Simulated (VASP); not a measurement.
The system is AlCu.

```
CELL_PARAMETERS angstrom
2.99751 0.00000 0.00000
0.00000 2.99751 0.00000
0.00000 0.00000 2.99751
ATOMIC_POSITIONS crystal
Al 0.00000 0.00000 0.00000
Cu 0.50000 0.50000 0.50000
```

Base run:

```yaml
Program: VASP 6.6.1
Functional: PBEsol
Potentials_or_basis: VASP PAW PBE potentials, release 64 (Al, Cu)
Cutoff: 520 eV
k_mesh: 10 × 10 × 10
Occupations: methfessel-paxton, width 0.1 eV
Spin: no spin polarisation
```

Its results: band gap on the k mesh zero (band 7 reaches 12.79 eV, above the bottom of band 8 at 8.12 eV); pressure -3.3 GPa.

Question: The run is repeated on the same cell with these changes: potentials or basis from VASP PAW PBE potentials, release 64 (Al, Cu) to VASP PAW PBE potentials, release 64 (Al, Cu_sv_GW); cutoff from 520 eV to 700 eV; further incar settings from ALGO = Normal; EDIFF = 1e-06; NBANDS = 14 to ALGO = Normal; EDIFF = 1e-06; NBANDS = 18; valence electrons from 14 to 22. What comes out?

Answer: Band gap on the k mesh zero (band 11 reaches 12.77 eV, above the bottom of band 12 at 8.11 eV); pressure -6.2 GPa.

Caveats: the PAW data sets were made with another functional, which shifts forces and pressure a little.
